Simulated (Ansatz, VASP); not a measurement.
MoS2: VASP beside Ansatz

```xyz
3
Lattice="3.2328 0.0000 0.0000 -1.6164 2.7997 0.0000 0.0000 0.0000 6.3230" Properties=species:S:1:pos:R:3 pbc="T T T"
Mo    1.6250    2.7350    3.1027
S    -0.0191    1.8546    1.6235
S     1.5349    0.9136    4.7935
```

Alike in both runs: task single point; functional r2SCAN; k mesh 7 × 7 × 3; no spin polarisation.

```csv
,VASP,Ansatz
version,VASP 6.6.1,Ansatz 0.2.0
potentials or method,"VASP PAW PBE potentials, release 64 (Mo_sv, S), cutoff 520 eV","plane waves, PAW"
occupations,"fermi-dirac, width 0.1 eV",fermi-dirac
valence electrons in the cell,26,26
```

Ansatz gave:

* pressure (GPa): -2.7
* traceless stress, the component that is largest in VASP (GPa): -1.89
* rms of the force components (eV/Å): 0.929

Estimate VASP's values.

pressure (GPa): -2.6; traceless stress, the component that is largest in VASP (GPa): -1.91; rms of the force components (eV/Å): 0.930.

VASP's potentials were made for PBE, not for r2SCAN. Atom by atom the forces differ by 0.003 eV/Å (rms over components). Ansatz's warnings: stress scf threshold loose.
